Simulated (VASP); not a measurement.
# Hf (Im-3m) in VASP: further runs

Runs on Hf. Level: PBE. Tasks: single point.

All numbers are computed with VASP 6.6.1; they aren't measurements. Logs are shortened: lines on timing, memory, paths and dates and some standing lists are left out, and cuts for length are marked.

## 1. The cell of the first run

The structure is cubic, space group Im-3m (No. 229). Conventional cell: a = 2.794 Å, b = 2.794 Å, c = 2.794 Å, α = 90.00°, β = 90.00°, γ = 90.00°. Within 3.2 Å of Hf (site symmetry m-3m) lie 14 Hf at 2.42 to 2.79 Å.

## 2. Single point, PBE

The input, INCAR:

```
SYSTEM = Hf
ALGO = Normal
EDIFF = 1E-7
ENCUT = 520
GGA = PE
ISIF = 2
ISMEAR = -1
LASPH = .TRUE.
LCHARG = .FALSE.
LREAL = .FALSE.
LWAVE = .FALSE.
NBANDS = 11
NELM = 80
PREC = Accurate
SIGMA = 0.1
```

The input, KPOINTS:

```
k-points
0
G
  19 19 19
  0 0 0
```

The input, POSCAR:

```
Hf
1.0
   -1.3969316062      1.3969316062      1.3969316062
    1.3969316062     -1.3969316062      1.3969316062
    1.3969316062      1.3969316062     -1.3969316062
Hf
1
Direct
    0.0000000000      0.0000000000      0.0000000000
```

Potentials or basis: VASP PAW PBE potentials, release 64 (Hf_pv).

Run with:

```console
> cat potpaw_PBE.64/Hf_pv/POTCAR > POTCAR
> mpirun -np 1 vasp_std > vasp.out
```

OUTCAR:

```text
SYSTEM = Hf
   EDIFF = 1E-7
   ENCUT = 520
   GGA = PE
   ISIF = 2
   ISMEAR = -1
   LASPH = .TRUE.
   LREAL = .FALSE.
   NELM = 80
   PREC = Accurate

 ion  position               nearest neighbor table
   1  0.000  0.000  0.000-

  LATTYP: Found a body centered cubic cell.
 ALAT       =     2.7938632124

  Lattice vectors:

 A1 = (  -1.3969316062,   1.3969316062,   1.3969316062)
 A2 = (   1.3969316062,  -1.3969316062,   1.3969316062)
 A3 = (   1.3969316062,   1.3969316062,  -1.3969316062)

Analysis of symmetry for initial positions (statically):
=====================================================================
 Subroutine PRICEL returns:
 Original cell was already a primitive cell.

 Routine SETGRP: Setting up the symmetry group for a
 body centered cubic supercell.

 Subroutine GETGRP returns: Found 48 space group operations
 (whereof 48 operations were pure point group operations)
 out of a pool of 48 trial point group operations.

The static configuration has the point symmetry O_h .

Analysis of symmetry for dynamics (positions and initial velocities):
=====================================================================
 Subroutine PRICEL returns:
 Original cell was already a primitive cell.

 Routine SETGRP: Setting up the symmetry group for a
 body centered cubic supercell.

 Subroutine GETGRP returns: Found 48 space group operations
 (whereof 48 operations were pure point group operations)
 out of a pool of 48 trial point group operations.

The dynamic configuration has the point symmetry O_h .

 Subroutine INISYM returns: Found 48 space group operations
 (whereof 48 operations are pure point group operations),
 and found     1 'primitive' translations

----------------------------------------------------------------------------------------

                                     Primitive cell

  volume of cell :      10.9040

  direct lattice vectors                    reciprocal lattice vectors
    -1.396931606  1.396931606  1.396931606     0.000000000  0.357927330  0.357927330
     1.396931606 -1.396931606  1.396931606     0.357927330  0.000000000  0.357927330
     1.396931606  1.396931606 -1.396931606     0.357927330  0.357927330  0.000000000

  length of vectors
     2.419556517  2.419556517  2.419556517     0.506185684  0.506185684  0.506185684

  position of ions in fractional coordinates (direct lattice)
     0.000000000  0.000000000  0.000000000

  ion indices of the primitive-cell ions
   primitive index   ion index
                 1           1

----------------------------------------------------------------------------------------

 KPOINTS: k-points

Automatic generation of k-mesh.
 Grid dimensions read from file:
 generate k-points for:   19   19   19

 Generating k-lattice:

  Cartesian coordinates                     Fractional coordinates (reciprocal lattice)
     0.000000000  0.018838281  0.018838281     0.052631579  0.000000000  0.000000000
     0.018838281  0.000000000  0.018838281     0.000000000  0.052631579  0.000000000
     0.018838281  0.018838281  0.000000000     0.000000000  0.000000000  0.052631579

  Length of vectors
     0.026641352  0.026641352  0.026641352

  Shift w.r.t. Gamma in fractional coordinates (k-lattice)
     0.000000000  0.000000000  0.000000000

 Subroutine IBZKPT returns following result:
 ===========================================

 Found    220 irreducible k-points:

 Following reciprocal coordinates:
            Coordinates               Weight
  0.000000  0.000000  0.000000      1.000000
  0.052632  0.000000  0.000000     12.000000
  0.105263  0.000000  0.000000     12.000000
  0.157895  0.000000  0.000000     12.000000
  0.210526  0.000000  0.000000     12.000000
  0.263158  0.000000  0.000000     12.000000
[... 16 lines left out ...]
  0.263158  0.105263 -0.000000     48.000000
  0.315789  0.105263  0.000000     48.000000
 [... further k-points ...]
   k-points           NKPTS =    220   k-points in BZ     NKDIM =    220   number of bands    NBANDS=     11
   number of dos      NEDOS =    301   number of ions     NIONS =      1
   total plane-waves  NPLWV =   5832
   dimension x,y,z NGX =    18 NGY =   18 NGZ =   18
   dimension x,y,z NGXF=    36 NGYF=   36 NGZF=   36
   ions per type =               1
   NGX,Y,Z   is equivalent  to a cutoff of  12.37, 12.37, 12.37 a.u.
   NGXF,Y,Z  is equivalent  to a cutoff of  24.74, 24.74, 24.74 a.u.
 SYSTEM =  Hf
   PREC   = accura    normal or accurate (medium, high low for compatibility)
   ISTART =      0    job   : 0-new  1-cont  2-samecut
   ICHARG =      2    charge: 1-file 2-atom 10-const
   ISPIN  =      1    spin polarized calculation?
   LNONCOLLINEAR =      F non collinear calculations
   LSORBIT =      F    spin-orbit coupling
   LASPH  =      T    aspherical Exc in radial PAW
   ENCUT  =  520.0 eV  38.22 Ry    6.18 a.u.   4.50  4.50  4.50*2*pi/ulx,y,z
   NELM   =     80;   NELMIN=  2; NELMDL= -5     # of ELM steps
   EDIFF  = 0.1E-06   stopping-criterion for ELM
   LREAL  =      F    real-space projection
   EDIFFG = 0.1E-05   stopping-criterion for IOM
   NSW    =      0    number of steps for IOM
   IBRION =     -1    ionic relax: 0-MD 1-quasi-New 2-CG
   NFREE  =      0    steps in history (QN), initial steepest desc. (CG)
   ISIF   =      2    stress and relaxation
   ISYM   =      2    0-nonsym 1-usesym 2-fastsym
   POTIM  = 0.5000    time-step for ionic-motion
   TEBEG  =    0.0;   TEEND  =   0.0 temperature during run
   PSTRESS=    0.0 pullay stress
   NELECT =      10.0000    total number of electrons
   NUPDOWN=      -1.0000    fix difference up-down
   EMIN   =  10.00;   EMAX   =-10.00  energy-range for DOS
   EFERMI =   0.00;   METHOD = LEGACY
   ISMEAR =    -1;   SIGMA  =   0.10  broadening in eV -4-tet -1-fermi 0-gaus
   EFERMI_NEDOS =   21; number of points for ismear=-14 and -15
   IALGO  =     38    algorithm
   IMIX   =      4    mixing-type and parameters
     AMIX     =   0.40;   BMIX     =  1.00
     AMIX_MAG =   1.60;   BMIX_MAG =  1.00
  volume/ion in A,a.u.               =      10.90        73.58
  Fermi-wavevector in a.u.,A,eV,Ry     =   1.590546  3.005697 34.420536  2.529838
  Thomas-Fermi vector in A             =   2.689225
   LORBIT       =      0    0 simple, 1 ext, 2 COOP (PROOUT), +10 PAW based schemes
   GGA     = PE    functional components
   LHFCALC =     F    Hartree Fock is set to
   AEXX    =    0.0000 exact exchange contribution
   IVDW    =     0    specifies the selected vdW correction
   LEPSILON=     F    determine dielectric tensor
   LRPA    =     F    only Hartree local field effects (RPA)
 non-spin polarized calculation
  energy-cutoff  :      520.00
  volume of cell :       10.90
 maximum number of plane-waves:       321
 NGX is ok and might be reduce to    18
   NGX =  9   NGY =  9   NGZ =  9

 number of electron      10.0000003 magnetization

 Free energy of the ion-electron system (eV)
  ---------------------------------------------------
  ext. energy  EPLUGINS =         0.00000000
  ---------------------------------------------------
  free energy    TOTEN  =        -4.83775071 eV

  energy without entropy =       -4.82555239  energy(sigma->0) =       -4.83165155

 E-fermi :  10.7475     XC(G=0): -15.0415

 val. band max:       10.6823911079   @ k =   0.1579   0.1579   0.0000
 cond. band min:      10.7624320349   @ k =  -0.4737  -0.4737   0.1579
 fundamental gap:      0.0800409270
 Fermi energy:        10.7474873158

 k-point     1 :       0.0000    0.0000    0.0000
  band No.  band energies     occupation
      1     -16.2060      2.00000
      2     -16.2060      2.00000
      3     -16.2060      2.00000
      4       3.0331      2.00000
      5      12.2476      0.00000
      6      12.2476      0.00000
      7      12.2476      0.00000
      8      17.6303      0.00000
      9      17.6303      0.00000
     10      25.8519      0.00000
     11      28.0310      0.00000

 k-point     2 :       0.0526    0.0000    0.0000
  band No.  band energies     occupation
      1     -16.4330      2.00000
      2     -16.2643      2.00000
      3     -16.2107      2.00000
      4       3.3208      2.00000
      5      12.0592      0.00000
      6      12.2026      0.00000
      7      12.5046      0.00000
      8      17.2480      0.00000
      9      17.6037      0.00000
     10      25.8514      0.00000
     11      28.3041      0.00000

 k-point     3 :       0.1053    0.0000    0.0000
  band No.  band energies     occupation
      1     -17.0578      2.00000
      2     -16.4295      2.00000
      3     -16.2243      2.00000
      4       4.0918      2.00000
      5      11.5522      0.00064
      6      12.0180      0.00001
      7      13.2636      0.00000
      8      16.5740      0.00000
      9      17.5547      0.00000
     10      25.8496      0.00000
     11      29.0642      0.00000

 k-point     4 :       0.1579    0.0000    0.0000
  band No.  band energies     occupation
      1     -17.9477      2.00000
      2     -16.6761      2.00000
      3     -16.2456      2.00000
      4       5.0708      2.00000
      5      10.8564      0.50356
      6      11.7037      0.00014
      7      14.4915      0.00000
      8      16.2831      0.00000
      9      17.5525      0.00000
     10      25.8469      0.00000
     11      30.1221      0.00000
[... 239 lines left out ...]
 k-point    22 :       0.2105    0.1053    0.0000
  band No.  band energies     occupation
      1     -20.0866      2.00000
      2     -17.3969      2.00000
      3     -16.5414      2.00000
      4       6.5736      2.00000
      5       9.4930      1.99999
      6      11.3963      0.00304
      7      16.1232      0.00000
      8      19.1863      0.00000
      9      19.4534      0.00000
     10      25.8364      0.00000
     11      31.4323      0.00000

 k-point    23 :       0.2632    0.1053   -0.0000
  band No.  band energies     occupation
      1     -20.8706      2.00000
      2     -17.7464      2.00000
      3     -16.5848      2.00000
      4       6.1584      2.00000
      5       8.9565      2.00000
      6      12.6295      0.00000
      7      16.9315      0.00000
      8      19.6861      0.00000
      9      21.7077      0.00000
     10      25.8302      0.00000
     11      30.2281      0.00000

 k-point    24 :       0.3158    0.1053    0.0000
  band No.  band energies     occupation
      1     -21.5140      2.00000
      2     -18.0387      2.00000
      3     -16.6206      2.00000
      4       5.6291      2.00000
      5       8.5470      2.00000
      6      14.0130      0.00000
      7      17.8736      0.00000
      8      20.1504      0.00000
      9      23.9534      0.00000
     10      25.8233      0.00000
     11      28.9843      0.00000

 [... further k-points ...]
[... 5 lines left out ...]
  --------------------------------------------------------------------------------------
  -------------------------------------------------------------------------------------
  Total       16.7902028     16.7902028     16.7902028      0.0000000      0.0000000     -0.0000000
  in kB     2467.0678904   2467.0678904   2467.0678904      0.0000000      0.0000000     -0.0000000
  external PRESSURE =    2467.0678904 kB  Pullay stress =       0.0000000 kB

 VOLUME and BASIS-vectors are now :
 -----------------------------------------------------------------------------
  energy-cutoff  :      520.00
  volume of cell :       10.90
      direct lattice vectors                 reciprocal lattice vectors
    -1.396931606  1.396931606  1.396931606     0.000000000  0.357927330  0.357927330
     1.396931606 -1.396931606  1.396931606     0.357927330  0.000000000  0.357927330
     1.396931606  1.396931606 -1.396931606     0.357927330  0.357927330  0.000000000

 POSITION                                       TOTAL-FORCE (eV/Angst)
 -----------------------------------------------------------------------------------
      0.00000      0.00000      0.00000         0.000000      0.000000     -0.000000
 -----------------------------------------------------------------------------------
    total drift:                               -0.000000      0.000000      0.000000

  FREE ENERGIE OF THE ION-ELECTRON SYSTEM (eV)
  ---------------------------------------------------
  free  energy   TOTEN  =        -4.8377507103 eV

  energy  without entropy=       -4.8255523874  energy(sigma->0) =       -4.83165155
```

Run time: 7.7 s. Hardware: 1 thread of Intel Xeon 6975P-C (Granite Rapids), shared host; peak memory 0.14 GiB.

What came out:

* Free energy: -4.8378 eV
* Pressure: 246.7 GPa
* Band gap on the k mesh: zero (band 5 reaches 12.25 eV, above the bottom of band 6 at 9.13 eV)

Caveat: spin-orbit coupling is left out, which moves the levels of the heavy elements.

(Continued in part 2 of 2.)
